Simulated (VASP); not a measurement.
## Te: single point with PBE

Crystal: Te.

```xyz
1
Lattice="0.0000 2.3530 2.3530 2.3530 0.0000 2.3530 2.3530 2.3530 0.0000" Properties=species:S:1:pos:R:3 pbc="T T T"
Te    0.0000    0.0000    0.0000
```

This isn't the form of Te at room conditions, which is trigonal, of chains.

- Program: VASP 6.6.1
- Task: single point
- Functional: PBE
- Potentials or basis: VASP PAW PBE potentials, release 64 (Te)
- Cutoff: 520 eV
- k mesh: 18 × 18 × 18
- Occupations: fermi-dirac, width 0.1 eV
- Spin: no spin polarisation
- Dipole correction: no
- Further INCAR settings: ALGO = Normal; EDIFF = 1e-06; NBANDS = 9

```yaml
Pressure: 5.3 GPa
Band_gap_on_the_k_mesh: zero (bands 3 and 4 overlap by 5.87 eV)
```

Levels at points of the mesh, in eV from the Fermi level:
```
           k point  band 1  band 2  band 3  band 4  band 5  band 6  band 7  band 8
(0.00, 0.00, 0.00)  -14.55    3.50    3.50    3.50    9.66    9.66    9.66   10.45
(0.50, 0.00, 0.00)  -11.25   -6.65    2.00    2.00    7.29    8.83    8.83    9.87
(0.50, 0.50, 0.00)   -9.87   -5.84   -0.87   -0.87    3.67    4.23   18.86   19.45
```

It took 19 s on 1 thread of Intel(R) Xeon(R) 6975P-C (Granite Rapids), with other jobs on the host, peak memory 0.19 GiB.

Caveat: the cell stands under pressure; spin-orbit coupling is left out, which moves the levels of the heavy elements.
